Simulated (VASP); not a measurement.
Ta16O, 17 atoms in the cell. The cell holds a slab with vacuum, 17 atoms: a = 6.638 Å, b = 6.638 Å, c = 20.300 Å, α = 90.00°, β = 90.00°, γ = 90.00°. 

| Quantity | Value |
| --- | --- |
| Program | VASP 6.6.1 |
| Task | single point |
| Functional | PBE |
| Potentials or basis | VASP PAW PBE potentials, release 64 (Ta_pv, O) |
| Cutoff | 520 eV |
| k mesh | 4 × 4 × 1 |
| Occupations | gaussian, width 0.1 eV |
| Spin | no spin polarisation |
| Dipole correction | yes |
| Further INCAR settings | LREAL = Auto; ALGO = Normal; EDIFF = 1e-07; NBANDS = 105 |

Potentials or basis: VASP PAW PBE potentials, release 64 (Ta_pv, O).

The run is started by

```console
$ cat potpaw_PBE.64/Ta_pv/POTCAR potpaw_PBE.64/O/POTCAR > POTCAR
$ mpirun -np 1 vasp_std > vasp.out
```

Hardware: 1 thread of Intel(R) Xeon(R) 6975P-C (Granite Rapids), on a shared host.

How long does it take, and how much memory?

Wall time 27 min on 1 thread of Intel(R) Xeon(R) 6975P-C (Granite Rapids), with other jobs on the host, peak memory 1.1 GiB. Counts: scf iterations 36, k points 9.
